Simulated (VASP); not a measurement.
Crystal: Se.

```
Se
1.0
     1.92500    1.11140    0.88167
    -1.92500    1.11140    0.88167
     0.00000   -2.22280    0.88167
Se
1
Direct
  0.00000 0.00000 0.00000
```

Base run:

```yaml
Program: VASP 6.6.1
Functional: r2SCAN
Potentials_or_basis: VASP PAW PBE potentials, release 64 (Se)
Cutoff: 520 eV
k_mesh: 14 × 14 × 14
Occupations: methfessel-paxton, width 0.05 eV
Spin: no spin polarisation
```

Its results: band gap on the k mesh zero (band 3 reaches 22.95 eV, above the bottom of band 4 at 8.11 eV); pressure 161.9 GPa.

Problem. After a change of settings the same cell gave: band gap on the k mesh zero (band 3 reaches 22.76 eV, above the bottom of band 4 at 8.49 eV); pressure 162.6 GPa. Which change was it?
A. functional from r2SCAN to PBE
B. functional from r2SCAN to PBEsol
C. functional from r2SCAN to revPBE

Solution. C.

Caveats: the PAW data sets were made with another functional, which shifts forces and pressure a little.
